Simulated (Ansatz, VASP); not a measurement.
One calculation of SiMo3, two programs

The input INCAR:

```
PREC     = Accurate       # precision mode
ENCUT    = 520            # plane-wave cutoff, eV
EDIFF    = 1E-6           # SCF threshold, eV
ISMEAR   = 0              # smearing method
SIGMA    = 0.1            # smearing width, eV
LREAL    = False          # projectors in reciprocal space
LASPH    = True           # aspherical terms in the spheres
NELM     = 60             # most SCF steps
ALGO     = Fast           # electronic algorithm
ISIF     = 2              # what is computed and relaxed
LWAVE    = False          # write WAVECAR
LCHARG   = True           # write CHGCAR
GGA      = PE             # functional
LELF     = True           # ELF
LVHAR    = True         
NBANDS   = 56             # bands
```

KPOINTS

```
regular mesh
0
Gamma
  8 8 8
```

POSCAR

```
SiMo3
1.0
    4.8568899923      0.0000000000      0.0000000000
    0.0000000000      4.8568899923      0.0000000000
    0.0000000000      0.0000000000      4.8568899923
Si Mo
2 6
Direct
    0.0000000000      0.0000000000      0.0000000000
    0.5000000000      0.5000000000      0.5000000000
    0.2500000000      0.0000000000      0.5000000000
    0.5000000000      0.7500000000      0.0000000000
    0.7500000000      0.0000000000      0.5000000000
    0.5000000000      0.2500000000      0.0000000000
    0.0000000000      0.5000000000      0.7500000000
    0.0000000000      0.5000000000      0.2500000000
```

Input for Ansatz:

```yaml
crystal:
  lattice:
    - [4.8568899923, 0.0, 0.0]
    - [0.0, 4.8568899923, 0.0]
    - [0.0, 0.0, 4.8568899923]
  atoms:
    - { symbol: Si, position: [0.0, 0.0, 0.0] }
    - { symbol: Si, position: [0.5, 0.5, 0.5] }
    - { symbol: Mo, position: [0.25, 0.0, 0.5] }
    - { symbol: Mo, position: [0.5, 0.75, 0.0] }
    - { symbol: Mo, position: [0.75, 0.0, 0.5] }
    - { symbol: Mo, position: [0.5, 0.25, 0.0] }
    - { symbol: Mo, position: [0.0, 0.5, 0.75] }
    - { symbol: Mo, position: [0.0, 0.5, 0.25] }
basis:
  ecutwfc: 420
kpoints:
  mp_grid: { grid: [8, 8, 8] }
hamiltonian:
  xc: pbe
scf:
  occupations: { method: gaussian, width: 0.1 }
output:
  forces: true
  stress: true
  eigenvalues: true
```

Alike in both runs: task single point; functional PBE; k mesh 8 × 8 × 8; occupations gaussian, width 0.1 eV; no spin polarisation.

|  | VASP | Ansatz |
| --- | --- | --- |
| version | VASP 6.6.1 | Ansatz 0.2.0 |
| potentials or method | VASP PAW PBE potentials, release 64 (Si, Mo_sv), cutoff 520 eV | scalar-relativistic, plane waves, PAW |
| valence electrons in the cell | 92 | 92 |

```csv
,VASP,Ansatz,Ansatz less VASP
gap on the k mesh at the Fermi level (eV),none,none,-
pressure (GPa),8.6,8.1,-0.55
```

A gap of «none» marks a metal or a gap that the smearing closes. The functional is the same, so the differences come from potentials, cutoffs and numerics.
